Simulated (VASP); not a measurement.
# SiNi (Pmmn) in VASP: single point with BLYP

Aim: the single point of SiNi with BLYP.

Everything below comes from runs of VASP 6.6.1. Logs are shortened: lines on timing, memory, paths and dates and some standing lists are left out, and cuts for length are marked.

## 1. The cell of the first run

It takes space group Pmmn (No. 59, orthorhombic). The conventional cell has a = 3.159 Å, b = 3.346 Å, c = 4.721 Å, α = 90.00°, β = 90.00°, γ = 90.00°. Within 3.1 Å of Ni (site symmetry mm2) lie 6 Si at 2.36 to 2.44 Å and 4 Ni at 2.77 Å. Within 3.1 Å of Si (site symmetry mm2) lie 6 Ni at 2.36 to 2.44 Å and 4 Si at 2.76 Å.

## 2. Single point, BLYP, collinear spin, ferromagnetic start

INCAR

```
AGGAC    = 1.0          
AGGAX    = 1.0          
ALDAC    = 0.0          
ALDAX    = 1.0          
ALGO     = Normal         # electronic algorithm
EDIFF    = 1E-6           # SCF threshold, eV
ENCUT    = 520            # plane-wave cutoff, eV
GGA      = B5             # functional
ISIF     = 2              # what is computed and relaxed
ISMEAR   = -1             # smearing method
ISPIN    = 2              # spin polarisation
LASPH    = T              # aspherical terms in the spheres
LCHARG   = F              # write CHGCAR
LMAXMIX  = 4              # l up to which the mixer works
LORBIT   = 11             # projections on sites
LREAL    = F              # projectors in reciprocal space
LWAVE    = F              # write WAVECAR
MAGMOM   = 1 1 0 0        # initial moments
NBANDS   = 26             # bands
NELM     = 150            # most SCF steps
PREC     = Accurate       # precision mode
SIGMA    = 0.05           # smearing width, eV
```

KPOINTS

```
k-points
0
Gamma
  9 8 6
```

POSCAR

```
SiNi
1.0
    3.1589289626      0.0000000000      0.0000000000
    0.0000000000      3.3457269668      0.0000000000
    0.0000000000      0.0000000000      4.7205375301
Ni Si
2 2
Direct
    0.5000000000      0.5000000000      0.3372033186
    0.0000000000      0.0000000000      0.6627966814
    0.5000000000      0.5000000000      0.8380682415
    0.0000000000      0.0000000000      0.1619317585
```

Potentials or basis: VASP PAW PBE potentials, release 64 (Ni, Si).

The run is started by

```
> cat potpaw_PBE.64/Ni/POTCAR potpaw_PBE.64/Si/POTCAR > POTCAR
> mpirun -np 1 vasp_std > vasp.out
```

OUTCAR:

```text
EDIFF = 1E-6
   ENCUT = 520
   GGA = B5
   ISIF = 2
   ISMEAR = -1
   ISPIN = 2
   LASPH = T
   LORBIT = 11
   LREAL = F
   NELM = 150
   PREC = Accurate

 ion  position               nearest neighbor table
   1  0.500  0.500  0.337-   3 2.36   3 2.36   4 2.44   4 2.44   4 2.44   4 2.44   2 2.77   2 2.77
                             2 2.77   2 2.77
   2  0.000  0.000  0.663-   4 2.36   4 2.36   3 2.44   3 2.44   3 2.44   3 2.44   1 2.77   1 2.77
                             1 2.77   1 2.77
   3  0.500  0.500  0.838-   1 2.36   1 2.36   2 2.44   2 2.44   2 2.44   2 2.44   4 2.76   4 2.76
                             4 2.76   4 2.76
   4  0.000  0.000  0.162-   2 2.36   2 2.36   1 2.44   1 2.44   1 2.44   1 2.44   3 2.76   3 2.76
                             3 2.76   3 2.76

  LATTYP: Found a simple orthorhombic cell.
 ALAT       =     3.1589289626
 B/A-ratio  =     1.0591333349
 C/A-ratio  =     1.4943474785

  Lattice vectors:

 A1 = (   3.1589289626,   0.0000000000,   0.0000000000)
 A2 = (   0.0000000000,   3.3457269668,   0.0000000000)
 A3 = (   0.0000000000,   0.0000000000,   4.7205375301)

Analysis of symmetry for initial positions (statically):
=====================================================================
 Subroutine PRICEL returns:
 Original cell was already a primitive cell.

 Routine SETGRP: Setting up the symmetry group for a
 simple orthorhombic supercell.

 Subroutine GETGRP returns: Found  8 space group operations
 (whereof  4 operations were pure point group operations)
 out of a pool of  8 trial point group operations.

The static configuration has the point symmetry C_2v.
 The point group associated with its full space group is D_2h.

Analysis of symmetry for dynamics (positions and initial velocities):
=====================================================================
 Subroutine PRICEL returns:
 Original cell was already a primitive cell.

 Routine SETGRP: Setting up the symmetry group for a
 simple orthorhombic supercell.

 Subroutine GETGRP returns: Found  8 space group operations
 (whereof  4 operations were pure point group operations)
 out of a pool of  8 trial point group operations.

The dynamic configuration has the point symmetry C_2v.
 The point group associated with its full space group is D_2h.

Analysis of structural, dynamic, and magnetic symmetry:
=====================================================================
 Subroutine PRICEL returns:
 Original cell was already a primitive cell.

 Routine SETGRP: Setting up the symmetry group for a
 simple orthorhombic supercell.

 Subroutine GETGRP returns: Found  8 space group operations
 (whereof  4 operations were pure point group operations)
 out of a pool of  8 trial point group operations.

The overall configuration has the point symmetry C_2v.
 The point group associated with its full space group is D_2h.

 Subroutine INISYM returns: Found  8 space group operations
 (whereof  4 operations are pure point group operations),
 and found     1 'primitive' translations

----------------------------------------------------------------------------------------

                                     Primitive cell

  volume of cell :      49.8910

  direct lattice vectors                    reciprocal lattice vectors
     3.158928963  0.000000000  0.000000000     0.316562991  0.000000000  0.000000000
     0.000000000  3.345726967  0.000000000     0.000000000  0.298888705  0.000000000
     0.000000000  0.000000000  4.720537530     0.000000000  0.000000000  0.211840282

  length of vectors
     3.158928963  3.345726967  4.720537530     0.316562991  0.298888705  0.211840282

  position of ions in fractional coordinates (direct lattice)
     0.500000000  0.500000000  0.337203319
     0.000000000  0.000000000  0.662796681
     0.500000000  0.500000000  0.838068241
     0.000000000  0.000000000  0.161931759

  ion indices of the primitive-cell ions
   primitive index   ion index
                 1           1
                 2           2
                 3           3
                 4           4

----------------------------------------------------------------------------------------

 KPOINTS: k-points

Automatic generation of k-mesh.
 Grid dimensions read from file:
 generate k-points for:    9    8    6

 Generating k-lattice:

  Cartesian coordinates                     Fractional coordinates (reciprocal lattice)
     0.035173666  0.000000000  0.000000000     0.111111111  0.000000000  0.000000000
     0.000000000  0.037361088  0.000000000     0.000000000  0.125000000  0.000000000
     0.000000000  0.000000000  0.035306714     0.000000000  0.000000000  0.166666667

  Length of vectors
     0.035173666  0.037361088  0.035306714

  Shift w.r.t. Gamma in fractional coordinates (k-lattice)
     0.000000000  0.000000000  0.000000000

 Subroutine IBZKPT returns following result:
 ===========================================

 Found    100 irreducible k-points:

 Following reciprocal coordinates:
            Coordinates               Weight
  0.000000  0.000000  0.000000      1.000000
  0.111111  0.000000  0.000000      2.000000
  0.222222  0.000000  0.000000      2.000000
  0.333333  0.000000  0.000000      2.000000
  0.444444  0.000000  0.000000      2.000000
  0.000000  0.125000  0.000000      2.000000
[... 16 lines left out ...]
  0.222222  0.500000  0.000000      2.000000
  0.333333  0.500000  0.000000      2.000000
 [... further k-points ...]
   k-points           NKPTS =    100   k-points in BZ     NKDIM =    100   number of bands    NBANDS=     26
   number of dos      NEDOS =    301   number of ions     NIONS =      4
   total plane-waves  NPLWV =  24192
   dimension x,y,z NGX =    24 NGY =   28 NGZ =   36
   dimension x,y,z NGXF=    48 NGYF=   56 NGZF=   72
   ions per type =               2   2
   NGX,Y,Z   is equivalent  to a cutoff of  12.63, 13.91, 12.68 a.u.
   NGXF,Y,Z  is equivalent  to a cutoff of  25.26, 27.83, 25.36 a.u.
 SYSTEM =  unknown system
   PREC   = accura    normal or accurate (medium, high low for compatibility)
   ISTART =      0    job   : 0-new  1-cont  2-samecut
   ICHARG =      2    charge: 1-file 2-atom 10-const
   ISPIN  =      2    spin polarized calculation?
   LNONCOLLINEAR =      F non collinear calculations
   LSORBIT =      F    spin-orbit coupling
   LASPH  =      T    aspherical Exc in radial PAW
   ENCUT  =  520.0 eV  38.22 Ry    6.18 a.u.   5.87  6.22  8.78*2*pi/ulx,y,z
   NELM   =    150;   NELMIN=  2; NELMDL= -5     # of ELM steps
   EDIFF  = 0.1E-05   stopping-criterion for ELM
   LREAL  =      F    real-space projection
   EDIFFG = 0.1E-04   stopping-criterion for IOM
   NSW    =      0    number of steps for IOM
   IBRION =     -1    ionic relax: 0-MD 1-quasi-New 2-CG
   NFREE  =      0    steps in history (QN), initial steepest desc. (CG)
   ISIF   =      2    stress and relaxation
   ISYM   =      2    0-nonsym 1-usesym 2-fastsym
   POTIM  = 0.5000    time-step for ionic-motion
   TEBEG  =    0.0;   TEEND  =   0.0 temperature during run
   PSTRESS=    0.0 pullay stress
   NELECT =      28.0000    total number of electrons
   NUPDOWN=      -1.0000    fix difference up-down
   EMIN   =  10.00;   EMAX   =-10.00  energy-range for DOS
   EFERMI =   0.00;   METHOD = LEGACY
   ISMEAR =    -1;   SIGMA  =   0.05  broadening in eV -4-tet -1-fermi 0-gaus
   EFERMI_NEDOS =   21; number of points for ismear=-14 and -15
   IALGO  =     38    algorithm
   IMIX   =      4    mixing-type and parameters
     AMIX     =   0.40;   BMIX     =  1.00
     AMIX_MAG =   1.60;   BMIX_MAG =  1.00
  volume/ion in A,a.u.               =      12.47        84.17
  Fermi-wavevector in a.u.,A,eV,Ry     =   1.350372  2.551834 24.810302  1.823506
  Thomas-Fermi vector in A             =   2.477882
   LORBIT       =     11    0 simple, 1 ext, 2 COOP (PROOUT), +10 PAW based schemes
   GGA     = B5    functional components
   LHFCALC =     F    Hartree Fock is set to
   AEXX    =    0.0000 exact exchange contribution
   IVDW    =     0    specifies the selected vdW correction
   LEPSILON=     F    determine dielectric tensor
   LRPA    =     F    only Hartree local field effects (RPA)
 spin polarized calculation
  energy-cutoff  :      520.00
  volume of cell :       49.89
 maximum number of plane-waves:      1364
 NGX is ok and might be reduce to    24
   NGX = 11   NGY = 13   NGZ = 17

 number of electron      27.9999998 magnetization      -0.0000531

 number of electron      27.9999998 magnetization       0.0000027

 Free energy of the ion-electron system (eV)
  ---------------------------------------------------
  ext. energy  EPLUGINS =         0.00000000
  ---------------------------------------------------
  free energy    TOTEN  =       -19.52107563 eV

  energy without entropy =      -19.51029348  energy(sigma->0) =      -19.51568455

 E-fermi :  10.6922     XC(G=0): -11.4719

 val. band max:       10.6602885863   @ k =   0.0000   0.1250   0.5000
 cond. band min:      10.7112490732   @ k =   0.2222   0.1250   0.3333
 fundamental gap:      0.0509604868
 Fermi energy:        10.6921539824

 spin component 1

 k-point     1 :       0.0000    0.0000    0.0000
  band No.  band energies     occupation
      1      -2.3515      1.00000
      2       3.0416      1.00000
      3       4.9732      1.00000
      4       7.0138      1.00000
      5       7.4710      1.00000
      6       7.8228      1.00000
[... 685 lines left out ...]
     25      26.7914      0.00000
     26      26.7914      0.00000

 [... further k-points ...]

 spin component 2

 k-point     1 :       0.0000    0.0000    0.0000
  band No.  band energies     occupation
      1      -2.3515      1.00000
      2       3.0416      1.00000
      3       4.9732      1.00000
      4       7.0138      1.00000
      5       7.4710      1.00000
      6       7.8228      1.00000
[... 685 lines left out ...]
     25      26.7914      0.00000
     26      26.7914      0.00000

 [... further k-points ...]
[... 5 lines left out ...]
  --------------------------------------------------------------------------------------
  -------------------------------------------------------------------------------------
  Total        0.1285895      0.1363158      0.2604930      0.0000000      0.0000000      0.0000000
  in kB        4.1294709      4.3775903      8.3653637      0.0000000      0.0000000      0.0000000
  external PRESSURE =       5.6241416 kB  Pullay stress =       0.0000000 kB

 VOLUME and BASIS-vectors are now :
 -----------------------------------------------------------------------------
  energy-cutoff  :      520.00
  volume of cell :       49.89
      direct lattice vectors                 reciprocal lattice vectors
     3.158928963  0.000000000  0.000000000     0.316562991  0.000000000  0.000000000
     0.000000000  3.345726967  0.000000000     0.000000000  0.298888705  0.000000000
     0.000000000  0.000000000  4.720537530     0.000000000  0.000000000  0.211840282

 POSITION                                       TOTAL-FORCE (eV/Angst)
 -----------------------------------------------------------------------------------
      1.57946      1.67286      1.59178         0.000000      0.000000      0.014812
      0.00000      0.00000      3.12876         0.000000      0.000000     -0.014812
      1.57946      1.67286      3.95613         0.000000      0.000000      0.006676
      0.00000      0.00000      0.76440         0.000000      0.000000     -0.006676
 -----------------------------------------------------------------------------------
    total drift:                                0.000000      0.000000      0.000000

  FREE ENERGIE OF THE ION-ELECTRON SYSTEM (eV)
  ---------------------------------------------------
  free  energy   TOTEN  =       -19.5210756263 eV

  energy  without entropy=      -19.5102934821  energy(sigma->0) =      -19.51568455

 total charge

# of ion       s       p       d       tot
------------------------------------------
    1        0.461   0.530   8.475   9.467
    2        0.461   0.530   8.475   9.467
    3        0.770   0.827   0.000   1.597
    4        0.770   0.827   0.000   1.597
--------------------------------------------------
tot          2.462   2.715  16.951  22.128

 magnetization (x)

# of ion       s       p       d       tot
------------------------------------------
    1       -0.000  -0.000  -0.000  -0.000
    2       -0.000  -0.000  -0.000  -0.000
    3        0.000   0.000   0.000   0.000
    4        0.000   0.000   0.000   0.000
--------------------------------------------------
tot         -0.000   0.000  -0.000  -0.000
```

Run time: 6.1 min. Hardware: 1 thread of Oxide Virtual Turin-like, shared host; peak memory 0.27 GiB.

Results:

```
Free energy                                           : -19.5211 eV
Pressure                                              : 0.6 GPa
Largest force                                         : 0.015 eV/Å
Band gap on the k mesh                                : zero (filled and empty bands overlap)
Net moment                                            : 0.00 μB per cell
Valence electrons inside the program's atomic spheres : Ni 9.47; Si 1.60
```

Forces on the atoms (eV/Å):
```
Ni   0.000  0.000  0.015
Ni   0.000  0.000 -0.015
Si   0.000  0.000  0.007
Si   0.000  0.000 -0.007
```

Stress tensor (GPa, compression positive):
```
0.41 0.00 0.00
0.00 0.44 0.00
0.00 0.00 0.84
```

Caveat: the PAW data sets were made with another functional, which shifts forces and pressure a little.
